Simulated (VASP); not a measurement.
Runs of VASP 6.6.1 on Hg. The structure is that of space group P6_3/mmc (No. 194), or close to it. The cells are those of the table. 

```tsv
task	cell	k mesh	cutoff (eV)	gap on the mesh (eV)	pressure (GPa)	relaxed volume (Å³/atom)
relaxation of cell and atoms	relaxed from a = 3.352, b = 3.352, c = 5.286 Å, angles 90.0, 90.0, 120.0°, 2 atoms	15 × 15 × 8	600	none	0.0	26.06
relaxation of cell and atoms	relaxed from a = 3.462, b = 3.462, c = 5.488 Å, angles 90.0, 90.0, 120.0°, 2 atoms	15 × 15 × 8	600	none	0.0	(a)
single point	a = 3.343, b = 3.343, c = 5.306 Å, angles 90.0, 90.0, 120.0°, 2 atoms	12 × 12 × 8	520	none	0.2	-
single point	a = 3.352, b = 3.352, c = 5.286 Å, angles 90.0, 90.0, 120.0°, 2 atoms	15 × 15 × 8	520	none	0.2	-
```

Alike in all rows: level PBE+D3(BJ); potentials or basis VASP PAW PBE potentials, release 64 (Hg); no spin polarisation; smearing gaussian 0.1 eV.

Question: Estimate the missing entries.

Answer: (a) 26.07.

Caveats: spin-orbit coupling is left out, which moves the levels of the heavy elements; pairwise dispersion overbinds metals, which lowers pressure and volume.

A k mesh can miss the band edges, and the runs leave out spin-orbit coupling on Hg.

A gap of «none» marks levels without a gap at the run's occupations.
